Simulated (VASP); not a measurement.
# Pt (Im-3m) in VASP: a series of runs, part 2 of 2

VASP 6.6.1.

## (4) Single point, LDA

The input, INCAR:

```
SYSTEM = Pt
ALGO     = Normal         ! electronic algorithm
EDIFF    = 1E-6           ! SCF threshold, eV
ENCUT    = 520            ! plane-wave cutoff, eV
GGA      = CA             ! functional
ISIF     = 2              ! what is computed and relaxed
ISMEAR   = -1             ! smearing method
LASPH    = .TRUE.         ! aspherical terms in the spheres
LCHARG   = .TRUE.         ! write CHGCAR
LELF     = .TRUE.         ! ELF
LREAL    = .FALSE.        ! projectors in reciprocal space
LVHAR    = .TRUE.       
LWAVE    = .FALSE.        ! write WAVECAR
NBANDS   = 11             ! bands
NELM     = 60             ! most SCF steps
PREC     = Accurate       ! precision mode
SIGMA    = 0.1            ! smearing width, eV
```

The input, KPOINTS:

```
k-points
0
G
  6 6 6
  0 0 0
```

The input, POSCAR:

```
Pt
1.0
   -1.5842200000      1.5842200000      1.5842200000
    1.5842200000     -1.5842200000      1.5842200000
    1.5842200000      1.5842200000     -1.5842200000
Pt
1
Direct
    0.0000000000      0.0000000000      0.0000000000
```

Started as:

```bash
> cat potpaw_LDA.64/Pt/POTCAR > POTCAR
> mpirun -np 1 vasp_std > vasp.out
```

Run time: 2.3 s. Hardware: 1 thread of Intel Xeon Platinum 8375C at 2.90GHz (Ice Lake), shared host; peak memory 0.11 GiB.

It converged, with:

* Free energy: -7.3589 eV
* Pressure: -14.5 GPa
* Band gap on the k mesh: zero (band 5 reaches 10.88 eV, above the bottom of band 6 at 8.99 eV)

Levels at points of the mesh, in eV from the Fermi level:
| k point | band 2 | band 3 | band 4 | band 5 | band 6 | band 7 | band 8 | band 9 |
| --- | --- | --- | --- | --- | --- | --- | --- | --- |
| (0.00, 0.00, 0.00) | -3.26 | -3.26 | -3.26 | -0.77 | -0.77 | 17.24 | 17.24 | 17.24 |
| (0.50, 0.00, 0.00) | -4.67 | -0.95 | -0.45 | 0.45 | 1.26 | 6.43 | 13.40 | 15.90 |
| (0.50, 0.50, 0.50) | -5.82 | 0.74 | 0.74 | 0.74 | 7.79 | 7.79 | 7.79 | 12.82 |

Caveat: the k points lie up to 0.47 Å⁻¹ apart; spin-orbit coupling is left out, which moves the levels of the heavy elements.

## (5) Single point, LDA

The input, INCAR:

```
ALGO     = Normal         # electronic algorithm
EDIFF    = 1E-7           # SCF threshold, eV
ENCUT    = 520            # plane-wave cutoff, eV
GGA      = CA             # functional
ISIF     = 2              # what is computed and relaxed
ISMEAR   = -1             # smearing method
LASPH    = T              # aspherical terms in the spheres
LCHARG   = T              # write CHGCAR
LELF     = T              # ELF
LREAL    = F              # projectors in reciprocal space
LVHAR    = T            
LWAVE    = F              # write WAVECAR
NBANDS   = 11             # bands
NELM     = 80             # most SCF steps
PREC     = Accurate       # precision mode
SIGMA    = 0.1            # smearing width, eV
```

The input, KPOINTS:

```
k-points
0
Gamma
  8 8 8
```

POSCAR is that of step 4.

Started as:

```bash
> cat potpaw_LDA.64/Pt/POTCAR > POTCAR
> mpirun -np 1 vasp_std > vasp.out
```

Wall time 3.3 s (1 thread of Intel Xeon Platinum 8375C at 2.90GHz (Ice Lake), shared host); peak memory 0.12 GiB.

The run converged. Its results:

```
Free energy            : -7.3080 eV
Pressure               : -13.8 GPa
Band gap on the k mesh : zero (band 5 reaches 10.91 eV, above the bottom of band 6 at 8.99 eV)
```

Levels at points of the mesh, in eV from the Fermi level:
```csv
k point,band 3,band 4,band 5,band 6,band 7,band 8
"(0.00, 0.00, 0.00)",-3.50,-3.50,-0.99,-0.99,17.03,17.03
"(0.50, 0.00, 0.00)",-1.18,-0.67,0.23,1.02,6.20,13.19
"(0.50, 0.50, 0.50)",0.50,0.50,0.50,7.57,7.57,7.57
```

Caveat: spin-orbit coupling is left out, which moves the levels of the heavy elements.

## (6) Single point, LDA

The input, INCAR:

```
PREC = Accurate ; ENCUT = 520
EDIFF = 1E-7 ; ISMEAR = -1
SIGMA = 0.1 ; LREAL = F
LASPH = T ; NELM = 60
ALGO = Normal ; ISIF = 2
LWAVE = F ; LCHARG = F
GGA = CA ; NBANDS = 11
```

The input, KPOINTS:

```
regular mesh
0
Gamma
  12 12 12
```

POSCAR is that of step 5.

Potentials or basis: VASP PAW LDA potentials, release 64 (Pt).

Started as:

```bash
> cat potpaw_LDA.64/Pt/POTCAR > POTCAR
> mpirun -np 1 vasp_std > vasp.out
```

OUTCAR:

```text
PREC = Accurate
   ENCUT = 520
   EDIFF = 1E-7
   ISMEAR = -1
   LREAL = F
   LASPH = T
   NELM = 60
   ISIF = 2
   GGA = CA

 ion  position               nearest neighbor table
   1  0.000  0.000  0.000-

  LATTYP: Found a body centered cubic cell.
 ALAT       =     3.1684400000

  Lattice vectors:

 A1 = (  -1.5842200000,   1.5842200000,   1.5842200000)
 A2 = (   1.5842200000,  -1.5842200000,   1.5842200000)
 A3 = (   1.5842200000,   1.5842200000,  -1.5842200000)

Analysis of symmetry for initial positions (statically):
=====================================================================
 Subroutine PRICEL returns:
 Original cell was already a primitive cell.

 Routine SETGRP: Setting up the symmetry group for a
 body centered cubic supercell.

 Subroutine GETGRP returns: Found 48 space group operations
 (whereof 48 operations were pure point group operations)
 out of a pool of 48 trial point group operations.

The static configuration has the point symmetry O_h .

Analysis of symmetry for dynamics (positions and initial velocities):
=====================================================================
 Subroutine PRICEL returns:
[... 157 lines left out ...]
 cond. band min:       9.9315316318   @ k =  -0.4167  -0.4167   0.0833
 fundamental gap:      0.0347012515
 Fermi energy:         9.9123535085

 k-point     1 :       0.0000    0.0000    0.0000
  band No.  band energies     occupation
      1       0.4796      2.00000
      2       6.4635      2.00000
      3       6.4635      2.00000
      4       6.4635      2.00000
      5       8.9757      1.99983
      6       8.9757      1.99983
      7      27.0062      0.00000
      8      27.0062      0.00000
      9      27.0062      0.00000
     10      37.0214      0.00000
     11      37.0250      0.00000
[... 309 lines left out ...]
 k-point    24 :       0.4167    0.0833    0.0833
  band No.  band energies     occupation
      1       3.8823      2.00000
      2       5.0572      2.00000
      3       8.3475      2.00000
      4       8.9185      1.99990
      5       9.3103      1.99516
      6      13.2972      0.00000
      7      15.8053      0.00000
      8      23.0651      0.00000
      9      23.7662      0.00000
     10      33.9334      0.00000
     11      34.4212      0.00000

 [... further k-points ...]
[... 5 lines left out ...]
  --------------------------------------------------------------------------------------
  -------------------------------------------------------------------------------------
  Total       -1.5276186     -1.5276186     -1.5276186      0.0000000      0.0000000     -0.0000000
  in kB     -153.8930673   -153.8930673   -153.8930673      0.0000000      0.0000000     -0.0000000
  external PRESSURE =    -153.8930673 kB  Pullay stress =       0.0000000 kB

 VOLUME and BASIS-vectors are now :
 -----------------------------------------------------------------------------
  energy-cutoff  :      520.00
  volume of cell :       15.90
      direct lattice vectors                 reciprocal lattice vectors
    -1.584220000  1.584220000  1.584220000     0.000000000  0.315612731  0.315612731
     1.584220000 -1.584220000  1.584220000     0.315612731  0.000000000  0.315612731
     1.584220000  1.584220000 -1.584220000     0.315612731  0.315612731  0.000000000

 POSITION                                       TOTAL-FORCE (eV/Angst)
 -----------------------------------------------------------------------------------
      0.00000      0.00000      0.00000         0.000000     -0.000000     -0.000000
 -----------------------------------------------------------------------------------
    total drift:                                0.000000     -0.000000      0.000000

  FREE ENERGIE OF THE ION-ELECTRON SYSTEM (eV)
  ---------------------------------------------------
  free  energy   TOTEN  =        -7.3689530325 eV

  energy  without entropy=       -7.3394156357  energy(sigma->0) =       -7.35418433
```

OSZICAR:

```text
N       E                     dE             d eps       ncg     rms          rms(c)
DAV:   1     0.379320958673E+02    0.37932E+02   -0.52989E+03  1648   0.839E+02
DAV:   2    -0.718993310632E+01   -0.45122E+02   -0.42863E+02  1809   0.172E+02
DAV:   3    -0.779083975065E+01   -0.60091E+00   -0.59628E+00  1836   0.191E+01
DAV:   4    -0.779321124430E+01   -0.23715E-02   -0.23713E-02  1824   0.141E+00
DAV:   5    -0.779323052930E+01   -0.19285E-04   -0.19285E-04  1869   0.119E-01    0.110E+01
DAV:   6    -0.740647819636E+01    0.38675E+00   -0.96939E-01  1713   0.749E+00    0.562E+00
DAV:   7    -0.737297960363E+01    0.33499E-01   -0.10582E-01  1833   0.239E+00    0.242E+00
DAV:   8    -0.736910215221E+01    0.38775E-02   -0.37555E-03  1710   0.586E-01    0.491E-01
DAV:   9    -0.736895035637E+01    0.15180E-03   -0.97684E-05  1791   0.945E-02    0.975E-03
DAV:  10    -0.736895299591E+01   -0.26395E-05   -0.15038E-06  1850   0.842E-03    0.233E-03
DAV:  11    -0.736895303246E+01   -0.36559E-07   -0.38515E-08  1486   0.178E-03
   1 F= -.73689530E+01 E0= -.73541843E+01  d E =-.295374E-01
```

stdout:

```text
POSCAR found type information on POSCAR Pt
 POSCAR found :  1 types and       1 ions
 scaLAPACK will be used
 LDA part: xc-table for (Slater(with rela. corr.)+CA(PZ))
 , standard interpolation
 POSCAR, INCAR and KPOINTS ok, starting setup
 FFT: planning ... GRIDC
 FFT: planning ... GRID_SOFT
 FFT: planning ... GRID
 WAVECAR not read
 entering main loop
```

Wall time 5.9 s (1 thread of Intel Xeon Platinum 8375C at 2.90GHz (Ice Lake), shared host); peak memory 0.12 GiB.

Results:

```
Free energy            : -7.3690 eV
Pressure               : -15.4 GPa
Band gap on the k mesh : zero (band 5 reaches 10.93 eV, above the bottom of band 6 at 8.82 eV)
```

Levels at points of the mesh, in eV from the Fermi level:
```
           k point  band 3  band 4  band 5  band 6  band 7  band 8
(0.00, 0.00, 0.00)   -3.45   -3.45   -0.94   -0.94   17.09   17.09
(0.50, 0.00, 0.00)   -1.13   -0.62    0.30    1.06    6.25   13.26
(0.50, 0.50, 0.50)    0.54    0.54    0.54    7.63    7.63    7.63
```

Caveat: spin-orbit coupling is left out, which moves the levels of the heavy elements.

## (7) Summary

```csv
k mesh,gap on the mesh (eV),pressure (GPa)
3 × 3 × 3,none,-3.2
5 × 5 × 5,none,-13.0
6 × 6 × 6,none,-14.5
8 × 8 × 8,none,-13.8
12 × 12 × 12,none,-15.4
```

Alike in all rows: task single point; level LDA; potentials or basis VASP PAW LDA potentials, release 64 (Pt); no spin polarisation; cell as given; cutoff (eV) 520; smearing fermi-dirac 0.1 eV.

Caveats: some runs use coarse meshes; spin-orbit coupling is left out, which moves the levels of the heavy elements.

Absolute energies hang on the potentials; compare differences alone.
